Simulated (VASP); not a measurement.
# HfN: single point with PBEsol

The system is HfN.

```xyz
8
Lattice="-3.1277 0.0000 0.0000 0.0000 5.4173 0.0000 1.5639 -2.7087 -5.3909" Properties=species:S:1:pos:R:3 pbc="T T T"
Hf    0.0000    3.6116   -1.3477
Hf   -1.5639    0.9029   -1.3477
Hf   -1.5639   -0.9029   -4.0432
Hf    0.0000    1.8058   -4.0432
N    -1.5639   -2.7087   -5.3909
N     0.0000    0.0000   -5.3909
N    -1.5639    2.7087   -2.6955
N     0.0000    0.0000   -2.6955
```

```
Program             : VASP 6.6.1
Task                : single point
Functional          : PBEsol
Potentials or basis : VASP PAW PBE potentials, release 64 (Hf_pv, N)
Cutoff              : 520 eV
k mesh              : 12 × 12 × 12
Occupations         : gaussian, width 0.15 eV
Spin                : no spin polarisation
```

```json
{
  "Pressure": "-2.1 GPa",
  "Band gap on the k mesh": "zero (bands 30 and 31 overlap by 2.34 eV)"
}
```

Stress tensor (GPa, compression positive):
```
-2.22  0.00  0.00
 0.00 -2.19  0.00
 0.00  0.00 -1.83
```

Levels at points of the mesh, in eV from the Fermi level:
```tsv
k point	band 28	band 29	band 30	band 31	band 32	band 33
(0.00, 0.00, 0.00)	-1.66	-0.59	-0.25	-0.25	0.73	0.73
(0.50, 0.00, 0.00)	-3.70	-1.13	-1.13	1.13	1.13	3.03
(0.00, 0.50, 0.00)	-3.68	-1.24	-1.24	1.00	1.00	2.51
(0.50, 0.50, 0.00)	-2.82	-2.37	-0.25	-0.25	2.53	2.79
(0.00, 0.00, 0.50)	-2.82	-2.37	1.92	1.92	2.53	2.79
```

Run time: 9.2 min on 1 thread of AMD EPYC 9R45 96-Core Processor (Zen 5), with other jobs on the host, peak memory 0.75 GiB.

Caveat: the PAW data sets were made with another functional, which shifts forces and pressure a little; spin-orbit coupling is left out, which moves the levels of the heavy elements.
